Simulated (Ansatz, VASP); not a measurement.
# Ga in VASP and in Ansatz

The input INCAR:

```
  ALGO = Normal
  EDIFF = 1E-7
  ENCUT = 520
  GGA = PE
  ISIF = 2
  ISMEAR = -1
  LASPH = True
  LCHARG = True
  LELF = True
  LREAL = False
  LVHAR = True
  LWAVE = False
  NBANDS = 12
  NELM = 80
  PREC = Accurate
  SIGMA = 0.08
```

Contents of KPOINTS:

```
k-points
0
Gamma
  16 16 16
```

File POSCAR:

```
Ga
1.0
   -1.3396202448      1.3396202448      1.3396202448
    1.3396202448     -1.3396202448      1.3396202448
    1.3396202448      1.3396202448     -1.3396202448
Ga
1
Direct
    0.0000000000      0.0000000000      0.0000000000
```

Input for Ansatz:

```yaml
crystal:
  lattice:
    - [-1.3396202448, 1.3396202448, 1.3396202448]
    - [1.3396202448, -1.3396202448, 1.3396202448]
    - [1.3396202448, 1.3396202448, -1.3396202448]
  atoms:
    - { symbol: Ga, position: [0.0, 0.0, 0.0] }
kpoints:
  mp_grid: { grid: [16, 16, 16] }
scf:
  occupations: { method: fermi_dirac, width: 0.08 }
hamiltonian:
  xc: pbe
  pseudopotentials: { kind: paw }
output:
  forces: true
  stress: true
  eigenvalues: true
  populations: true
```

Change from the starting cell: volume scaled by 0.5, PAW files.

Alike in both runs: task single point; functional PBE; k mesh 16 × 16 × 16; occupations fermi-dirac, width 0.08 eV; no spin polarisation.

|  | VASP | Ansatz |
| --- | --- | --- |
| version | VASP 6.6.1 | Ansatz 0.2.0 |
| potentials or method | VASP PAW PBE potentials, release 64 (Ga_d) | PAW with Ansatz's default frozen-core files, scalar-relativistic |
| plane-wave cutoff (eV) | 520 | 420 |
| valence electrons in the cell | 13 | 13 |

Ansatz gave:

```
pressure (GPa) : 176.1
```

**Question.** Estimate VASP's values.

**Answer.** Pressure (GPa): 177.5.

Both programs put the cell under a high pressure, so it lies far from rest at this level.

Noted on VASP's run: the cell as given lies far from equilibrium.
